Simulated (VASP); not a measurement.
A run of VASP 6.6.1:

The input INCAR:

```
SYSTEM = MgO
PREC     = Accurate       ! precision mode
ENCUT    = 600            ! plane-wave cutoff, eV
EDIFF    = 1E-6           ! SCF threshold, eV
ISMEAR   = 0              ! smearing method
SIGMA    = 0.01           ! smearing width, eV
LREAL    = .FALSE.        ! projectors in reciprocal space
LASPH    = .TRUE.         ! aspherical terms in the spheres
NELM     = 120            ! most SCF steps
ALGO     = Normal         ! electronic algorithm
ISIF     = 2              ! what is computed and relaxed
LWAVE    = .FALSE.        ! write WAVECAR
LCHARG   = .TRUE.         ! write CHGCAR
GGA      = PE             ! functional
IVDW     = 12             ! dispersion correction
LELF     = .TRUE.         ! ELF
LVHAR    = .TRUE.       
NBANDS   = 16             ! bands
GGA_COMPAT= .FALSE.
```

File KPOINTS:

```
Automatic mesh
0
G
  6 6 4
  0 0 0
```

POSCAR

```
MgO
1.0
    3.4840796084      0.0000000000      0.0000000000
   -1.7420398042      3.0173014497      0.0000000000
    0.0000000000      0.0000000000      4.1853171300
Mg O
2 2
Direct
    0.6666666667      0.3333333333      0.7500000000
    0.3333333333      0.6666666667      0.2500000000
    0.6666666667      0.3333333333      0.2500000000
    0.3333333333      0.6666666667      0.7500000000
```

Potentials or basis: VASP PAW PBE potentials, release 64 (Mg, O).

Run with:

```console
$ cat potpaw_PBE.64/Mg/POTCAR potpaw_PBE.64/O/POTCAR > POTCAR
$ mpirun -np 1 vasp_std > vasp.out
```

Hardware: 1 thread of Intel(R) Xeon(R) Platinum 8488C (Sapphire Rapids) (shared host).

**Question.** Estimate the wall time of this run.

**Answer.** Run time: 12 s on 1 thread of Intel(R) Xeon(R) Platinum 8488C (Sapphire Rapids) (shared host), peak memory 0.18 GiB. Counts: scf iterations 13, k points 21.
